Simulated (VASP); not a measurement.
Zr, 2 atoms in the cell. The structure is hexagonal, space group P6_3/mmc (No. 194). The conventional cell has a = 3.243 Å, b = 3.243 Å, c = 5.164 Å, α = 90.00°, β = 90.00°, γ = 120.00°. Zr (site symmetry -6m2) has 12 Zr at 3.19 to 3.24 Å within 4.2 Å. 

| Quantity | Value |
| --- | --- |
| Program | VASP 6.6.1 |
| Task | electric field gradients |
| Functional | LDA |
| Potentials or basis | VASP PAW LDA potentials, release 64 (Zr_sv) |
| Cutoff | 520 eV |
| k mesh | 13 × 13 × 7 |
| Occupations | fermi-dirac, width 0.03 eV |
| Spin | no spin polarisation |
| Dipole correction | no |
| Further INCAR settings | ALGO = Normal; EDIFF = 1e-08; NBANDS = 19 |

Potentials or basis: VASP PAW LDA potentials, release 64 (Zr_sv).

Command:

```sh
$ cat potpaw_LDA.64/Zr_sv/POTCAR > POTCAR
$ mpirun -np 1 vasp_std > vasp.out
```

Hardware: 1 thread of Intel(R) Xeon(R) Platinum 8488C (Sapphire Rapids), on a shared host.

Task: Estimate the wall time of this run.

Result: Run time: 42 s on 1 thread of Intel(R) Xeon(R) Platinum 8488C (Sapphire Rapids) (shared host), peak memory 0.18 GiB. Counts: scf iterations 13, k points 84.
